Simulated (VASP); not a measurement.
# Cr (Pm-3m) in VASP: a series of runs

Cr is run at these levels: PBE; tasks: single point.

Program: VASP 6.6.1. These are calculated values, not measurements. Logs are shortened: lines on timing, memory, paths and dates and some standing lists are left out, and cuts for length are marked.

**1. The cell of the first run**

Symmetry: Pm-3m, No. 221, cubic system. The conventional cell has a = 2.355 Å, b = 2.355 Å, c = 2.355 Å, α = 90.00°, β = 90.00°, γ = 90.00°. Cr (site symmetry m-3m) has 6 Cr at 2.35 Å within 3.1 Å.

**2. Single point, PBE**

Input file INCAR:

```
PREC     = Accurate       # precision mode
ENCUT    = 500            # plane-wave cutoff, eV
EDIFF    = 1E-6           # SCF threshold, eV
ISMEAR   = -1             # smearing method
SIGMA    = 0.06122561905347299 # smearing width, eV
LREAL    = False          # projectors in reciprocal space
LASPH    = True           # aspherical terms in the spheres
NELM     = 120            # most SCF steps
ALGO     = Normal         # electronic algorithm
ISIF     = 2              # what is computed and relaxed
LWAVE    = False          # write WAVECAR
LCHARG   = False          # write CHGCAR
GGA      = PE             # functional
NBANDS   = 12             # bands
GGA_COMPAT= False
```

Input file KPOINTS:

```
Automatic mesh
0
Gamma
  23 23 23
```

Input file POSCAR:

```
Cr
1.0
    2.3547220700      0.0000000000      0.0000000000
    0.0000000000      2.3547220700      0.0000000000
    0.0000000000      0.0000000000      2.3547220700
Cr
1
Direct
    0.0000000000      0.0000000000      0.0000000000
```

Potentials or basis: VASP PAW PBE potentials, release 64 (Cr_pv).

Started as:

```console
$ cat potpaw_PBE.64/Cr_pv/POTCAR > POTCAR
$ mpirun -np 1 vasp_std > vasp.out
```

OUTCAR:

```text
PREC = Accurate
   ENCUT = 500
   EDIFF = 1E-6
   ISMEAR = -1
   LREAL = False
   LASPH = True
   NELM = 120
   ISIF = 2
   GGA = PE

 ion  position               nearest neighbor table
   1  0.000  0.000  0.000-

  LATTYP: Found a simple cubic cell.
 ALAT       =     2.3547220700

  Lattice vectors:

 A1 = (   2.3547220700,   0.0000000000,   0.0000000000)
 A2 = (   0.0000000000,   2.3547220700,   0.0000000000)
 A3 = (   0.0000000000,   0.0000000000,   2.3547220700)

Analysis of symmetry for initial positions (statically):
=====================================================================
 Subroutine PRICEL returns:
 Original cell was already a primitive cell.

 Routine SETGRP: Setting up the symmetry group for a
 simple cubic supercell.

 Subroutine GETGRP returns: Found 48 space group operations
[... 9 lines left out ...]

 Routine SETGRP: Setting up the symmetry group for a
 simple cubic supercell.

 Subroutine GETGRP returns: Found 48 space group operations
[... 11 lines left out ...]
                                     Primitive cell

  volume of cell :      13.0563

  direct lattice vectors                    reciprocal lattice vectors
     2.354722070  0.000000000  0.000000000     0.424678569  0.000000000  0.000000000
     0.000000000  2.354722070  0.000000000     0.000000000  0.424678569  0.000000000
     0.000000000  0.000000000  2.354722070     0.000000000  0.000000000  0.424678569

  length of vectors
     2.354722070  2.354722070  2.354722070     0.424678569  0.424678569  0.424678569

  position of ions in fractional coordinates (direct lattice)
     0.000000000  0.000000000  0.000000000

  ion indices of the primitive-cell ions
   primitive index   ion index
                 1           1

----------------------------------------------------------------------------------------

 KPOINTS: Automatic mesh

Automatic generation of k-mesh.
 Grid dimensions read from file:
 generate k-points for:   23   23   23

 Generating k-lattice:

  Cartesian coordinates                     Fractional coordinates (reciprocal lattice)
     0.018464286  0.000000000  0.000000000     0.043478261  0.000000000  0.000000000
     0.000000000  0.018464286  0.000000000     0.000000000  0.043478261  0.000000000
     0.000000000  0.000000000  0.018464286     0.000000000  0.000000000  0.043478261

  Length of vectors
     0.018464286  0.018464286  0.018464286

  Shift w.r.t. Gamma in fractional coordinates (k-lattice)
     0.000000000  0.000000000  0.000000000

 Subroutine IBZKPT returns following result:
 ===========================================

 Found    364 irreducible k-points:

 Following reciprocal coordinates:
            Coordinates               Weight
  0.000000  0.000000  0.000000      1.000000
  0.043478  0.000000  0.000000      6.000000
  0.086957  0.000000  0.000000      6.000000
  0.130435  0.000000  0.000000      6.000000
  0.173913  0.000000  0.000000      6.000000
  0.217391  0.000000  0.000000      6.000000
[... 16 lines left out ...]
  0.478261  0.043478  0.000000     24.000000
  0.086957  0.086957  0.000000     12.000000
 [... further k-points ...]
   k-points           NKPTS =    364   k-points in BZ     NKDIM =    364   number of bands    NBANDS=     12
   number of dos      NEDOS =    301   number of ions     NIONS =      1
   total plane-waves  NPLWV =   5832
   dimension x,y,z NGX =    18 NGY =   18 NGZ =   18
   dimension x,y,z NGXF=    36 NGYF=   36 NGZF=   36
   ions per type =               1
   NGX,Y,Z   is equivalent  to a cutoff of  12.71, 12.71, 12.71 a.u.
   NGXF,Y,Z  is equivalent  to a cutoff of  25.42, 25.42, 25.42 a.u.
 SYSTEM =  unknown system
   PREC   = accura    normal or accurate (medium, high low for compatibility)
   ISTART =      0    job   : 0-new  1-cont  2-samecut
   ICHARG =      2    charge: 1-file 2-atom 10-const
   ISPIN  =      1    spin polarized calculation?
   LNONCOLLINEAR =      F non collinear calculations
   LSORBIT =      F    spin-orbit coupling
   LASPH  =      T    aspherical Exc in radial PAW
   ENCUT  =  500.0 eV  36.75 Ry    6.06 a.u.   4.29  4.29  4.29*2*pi/ulx,y,z
   NELM   =    120;   NELMIN=  2; NELMDL= -5     # of ELM steps
   EDIFF  = 0.1E-05   stopping-criterion for ELM
   LREAL  =      F    real-space projection
   EDIFFG = 0.1E-04   stopping-criterion for IOM
   NSW    =      0    number of steps for IOM
   IBRION =     -1    ionic relax: 0-MD 1-quasi-New 2-CG
   NFREE  =      0    steps in history (QN), initial steepest desc. (CG)
   ISIF   =      2    stress and relaxation
   ISYM   =      2    0-nonsym 1-usesym 2-fastsym
   POTIM  = 0.5000    time-step for ionic-motion
   TEBEG  =    0.0;   TEEND  =   0.0 temperature during run
   PSTRESS=    0.0 pullay stress
   NELECT =      12.0000    total number of electrons
   NUPDOWN=      -1.0000    fix difference up-down
   EMIN   =  10.00;   EMAX   =-10.00  energy-range for DOS
   EFERMI =   0.00;   METHOD = LEGACY
   ISMEAR =    -1;   SIGMA  =   0.06  broadening in eV -4-tet -1-fermi 0-gaus
   EFERMI_NEDOS =   21; number of points for ismear=-14 and -15
   IALGO  =     38    algorithm
   IMIX   =      4    mixing-type and parameters
     AMIX     =   0.40;   BMIX     =  1.00
     AMIX_MAG =   1.60;   BMIX_MAG =  1.00
  volume/ion in A,a.u.               =      13.06        88.11
  Fermi-wavevector in a.u.,A,eV,Ry     =   1.591704  3.007884 34.470647  2.533521
  Thomas-Fermi vector in A             =   2.690203
   LORBIT       =      0    0 simple, 1 ext, 2 COOP (PROOUT), +10 PAW based schemes
   GGA     = PE    functional components
   LHFCALC =     F    Hartree Fock is set to
   AEXX    =    0.0000 exact exchange contribution
   IVDW    =     0    specifies the selected vdW correction
   LEPSILON=     F    determine dielectric tensor
   LRPA    =     F    only Hartree local field effects (RPA)
 non-spin polarized calculation
  energy-cutoff  :      500.00
  volume of cell :       13.06
 maximum number of plane-waves:       342
 NGX is ok and might be reduce to    18
   NGX =  9   NGY =  9   NGZ =  9

 number of electron      12.0000015 magnetization

 Free energy of the ion-electron system (eV)
  ---------------------------------------------------
  ext. energy  EPLUGINS =         0.00000000
  ---------------------------------------------------
  free energy    TOTEN  =        -8.50383556 eV

  energy without entropy =       -8.48593036  energy(sigma->0) =       -8.49488296

 E-fermi :   9.4024     XC(G=0): -12.8473

 val. band max:        9.3965296169   @ k =   0.3478   0.3043   0.1739
 cond. band min:       9.4096738755   @ k =   0.3043   0.3043   0.0870
 fundamental gap:      0.0131442586
 Fermi energy:         9.4024391126

 k-point     1 :       0.0000    0.0000    0.0000
  band No.  band energies     occupation
      1     -33.1509      2.00000
      2     -33.1509      2.00000
      3     -33.1509      2.00000
      4       2.1280      2.00000
      5       6.3093      2.00000
      6       6.3093      2.00000
      7      11.7980      0.00000
      8      11.7980      0.00000
      9      11.7980      0.00000
     10      16.9092      0.00000
     11      28.7540      0.00000
     12      28.7540      0.00000

 k-point     2 :       0.0435    0.0000    0.0000
  band No.  band energies     occupation
      1     -33.1696      2.00000
      2     -33.1493      2.00000
      3     -33.1493      2.00000
      4       2.1877      2.00000
      5       6.3221      2.00000
      6       6.3517      2.00000
      7      11.7571      0.00000
      8      11.7571      0.00000
      9      11.8012      0.00000
     10      16.9092      0.00000
     11      28.1361      0.00000
     12      28.8446      0.00000

 k-point     3 :       0.0870    0.0000    0.0000
  band No.  band energies     occupation
      1     -33.2242      2.00000
      2     -33.1446      2.00000
      3     -33.1446      2.00000
      4       2.3644      2.00000
      5       6.3597      2.00000
      6       6.4771      2.00000
      7      11.6390      0.00000
      8      11.6390      0.00000
      9      11.8103      0.00000
     10      16.9092      0.00000
     11      26.7872      0.00000
     12      29.1120      0.00000

 k-point     4 :       0.1304    0.0000    0.0000
  band No.  band energies     occupation
      1     -33.3104      2.00000
      2     -33.1373      2.00000
      3     -33.1373      2.00000
      4       2.6500      2.00000
      5       6.4199      2.00000
      6       6.6798      2.00000
      7      11.4565      0.00000
      8      11.4565      0.00000
      9      11.8248      0.00000
     10      16.9091      0.00000
     11      25.2295      0.00000
     12      29.5439      0.00000

 k-point     5 :       0.1739    0.0000    0.0000
  band No.  band energies     occupation
      1     -33.4209      2.00000
      2     -33.1277      2.00000
      3     -33.1277      2.00000
      4       3.0321      2.00000
      5       6.4988      2.00000
      6       6.9492      2.00000
      7      11.2282      0.00000
      8      11.2282      0.00000
      9      11.8437      0.00000
     10      16.9089      0.00000
     11      23.6566      0.00000
     12      30.1227      0.00000

 k-point     6 :       0.2174    0.0000    0.0000
  band No.  band energies     occupation
      1     -33.5470      2.00000
      2     -33.1166      2.00000
      3     -33.1166      2.00000
      4       3.4939      2.00000
      5       6.5915      2.00000
      6       7.2690      2.00000
      7      10.9750      0.00000
      8      10.9750      0.00000
      9      11.8655      0.00000
     10      16.9087      0.00000
     11      22.1452      0.00000
     12      30.8286      0.00000

 k-point     7 :       0.2609    0.0000    0.0000
  band No.  band energies     occupation
      1     -33.6790      2.00000
      2     -33.1049      2.00000
      3     -33.1049      2.00000
      4       4.0153      2.00000
      5       6.6914      2.00000
      6       7.6163      2.00000
      7      10.7174      0.00000
      8      10.7174      0.00000
      9      11.8887      0.00000
     10      16.9082      0.00000
     11      20.7374      0.00000
     12      31.6424      0.00000

 k-point     8 :       0.3043    0.0000    0.0000
  band No.  band energies     occupation
      1     -33.8071      2.00000
      2     -33.0934      2.00000
      3     -33.0934      2.00000
      4       4.5716      2.00000
      5       6.7914      2.00000
      6       7.9610      2.00000
      7      10.4741      0.00000
      8      10.4741      0.00000
      9      11.9115      0.00000
     10      16.9072      0.00000
     11      19.4675      0.00000
     12      31.3572      0.00000
[... 166 lines left out ...]
 k-point    20 :       0.3478    0.0435    0.0000
  band No.  band energies     occupation
      1     -33.9197      2.00000
      2     -33.1008      2.00000
      3     -33.0814      2.00000
      4       5.1765      2.00000
      5       6.9200      2.00000
      6       8.2394      2.00000
      7      10.2673      0.00000
      8      10.2843      0.00000
      9      11.8968      0.00000
     10      16.9053      0.00000
     11      18.4091      0.00000
     12      30.6173      0.00000

 k-point    21 :       0.3913    0.0435    0.0000
  band No.  band energies     occupation
      1     -34.0135      2.00000
      2     -33.0920      2.00000
      3     -33.0727      2.00000
      4       5.6965      2.00000
      5       6.9984      2.00000
      6       8.4167      2.00000
      7      10.0970      0.00002
      8      10.1811      0.00001
      9      11.9145      0.00000
     10      16.8982      0.00000
     11      17.5184      0.00000
     12      30.4449      0.00000

 k-point    22 :       0.4348    0.0435    0.0000
  band No.  band energies     occupation
      1     -34.0797      2.00000
      2     -33.0858      2.00000
      3     -33.0666      2.00000
      4       6.1201      2.00000
      5       7.0553      2.00000
      6       8.4840      2.00000
      7       9.9784      0.00016
      8      10.1458      0.00001
      9      11.9270      0.00000
     10      16.8003      0.00000
     11      16.9766      0.00000
     12      30.2816      0.00000

 k-point    23 :       0.4783    0.0435    0.0000
  band No.  band energies     occupation
      1     -34.1139      2.00000
      2     -33.0825      2.00000
      3     -33.0634      2.00000
      4       6.3678      2.00000
      5       7.0855      2.00000
      6       8.4863      2.00000
      7       9.9175      0.00044
      8      10.1448      0.00001
      9      11.9336      0.00000
     10      16.5132      0.00000
     11      16.9286      0.00000
     12      30.1889      0.00000

 k-point    24 :       0.0870    0.0870    0.0000
  band No.  band energies     occupation
      1     -33.2222      2.00000
      2     -33.2132      2.00000
      3     -33.1384      2.00000
      4       2.5975      2.00000
      5       6.4676      2.00000
      6       6.5886      2.00000
      7      11.4746      0.00000
      8      11.6231      0.00000
      9      11.6832      0.00000
     10      16.9092      0.00000
     11      26.9238      0.00000
     12      27.2129      0.00000

 [... further k-points ...]

------------------------ aborting loop because EDIFF is reached ----------------------------------------

  FORCE on cell =-STRESS in cart. coord.  units (eV):
  Direction    XX          YY          ZZ          XY          YZ          ZX
  --------------------------------------------------------------------------------------
  -------------------------------------------------------------------------------------
  Total       -0.3015757     -0.3015757     -0.3015757      0.0000000     -0.0000000      0.0000000
  in kB      -37.0073456    -37.0073456    -37.0073456      0.0000000     -0.0000000      0.0000000
  external PRESSURE =     -37.0073456 kB  Pullay stress =       0.0000000 kB

 VOLUME and BASIS-vectors are now :
 -----------------------------------------------------------------------------
  energy-cutoff  :      500.00
  volume of cell :       13.06
      direct lattice vectors                 reciprocal lattice vectors
     2.354722070  0.000000000  0.000000000     0.424678569  0.000000000  0.000000000
     0.000000000  2.354722070  0.000000000     0.000000000  0.424678569  0.000000000
     0.000000000  0.000000000  2.354722070     0.000000000  0.000000000  0.424678569

 POSITION                                       TOTAL-FORCE (eV/Angst)
 -----------------------------------------------------------------------------------
      0.00000      0.00000      0.00000         0.000000      0.000000      0.000000
 -----------------------------------------------------------------------------------
    total drift:                                0.000000      0.000000     -0.000000

  FREE ENERGIE OF THE ION-ELECTRON SYSTEM (eV)
  ---------------------------------------------------
  free  energy   TOTEN  =        -8.5038355638 eV

  energy  without entropy=       -8.4859303587  energy(sigma->0) =       -8.49488296
```

Wall time 24 s (1 thread of AMD EPYC 7R13 (Zen 3), shared host); peak memory 0.13 GiB.

Results:

```
Free energy            : -8.5038 eV
Pressure               : -3.7 GPa
Band gap on the k mesh : zero (band 6 reaches 10.40 eV, above the bottom of band 7 at 8.76 eV)
```

Levels at points of the mesh, in eV from the Fermi level:
```
           k point  band 3  band 4  band 5  band 6  band 7  band 8  band 9  band 10
(0.00, 0.00, 0.00)  -42.55   -7.27   -3.09   -3.09    2.40    2.40    2.40     7.51
```

Caveat: the run has no spin polarisation, though such a crystal can be magnetic.

(Continued in part 2 of 2.)
